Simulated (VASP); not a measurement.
Write the native input for VASP 6.6.1 that does the following.

```yaml
Task: single point
Functional: LDA
Potentials_or_basis: VASP PAW LDA potentials, release 64 (Sb, Rh_pv)
Cutoff: 520 eV
k_mesh: 14 × 14 × 14
Occupations: gaussian, width 0.15 eV
Spin: no spin polarisation
Dipole_correction: no
Further_INCAR_settings: ALGO = Normal; EDIFF = 1e-07; NBANDS = 33
```

The structure of SbRh3 lies in POSCAR:

```
SbRh3
1.0
    3.8786651685      0.0000000000      0.0000000000
    0.0000000000      3.8786651685      0.0000000000
    0.0000000000      0.0000000000      3.8786651685
Sb Rh
1 3
Direct
    0.0000000000      0.0000000000      0.0000000000
    0.5000000000      0.5000000000      0.0000000000
    0.5000000000      0.0000000000      0.5000000000
    0.0000000000      0.5000000000      0.5000000000
```

One way to write it, as run:

INCAR

```
PREC = Accurate
ENCUT = 520
EDIFF = 1E-7
ISMEAR = 0
SIGMA = 0.15
LREAL = False
LASPH = True
NELM = 100
ALGO = Normal
ISIF = 2
LWAVE = False
LCHARG = False
GGA = CA
NBANDS = 33
```

KPOINTS

```
Automatic mesh
0
Gamma
  14 14 14
```

Potentials or basis: VASP PAW LDA potentials, release 64 (Sb, Rh_pv).

Run with:

```sh
$ cat potpaw_LDA.64/Sb/POTCAR potpaw_LDA.64/Rh_pv/POTCAR > POTCAR
$ mpirun -np 1 vasp_std > vasp.out
```

Results of the run:

```yaml
Pressure: 0.7 GPa
Band_gap_on_the_k_mesh: zero (band 25 reaches 13.18 eV, above the bottom of band 26 at 11.64 eV)
```

Caveat: spin-orbit coupling is left out, which moves the levels of the heavy elements.

Run time: 120 s on 1 thread of Intel(R) Xeon(R) 6975P-C (Granite Rapids) (shared host), peak memory 0.29 GiB.
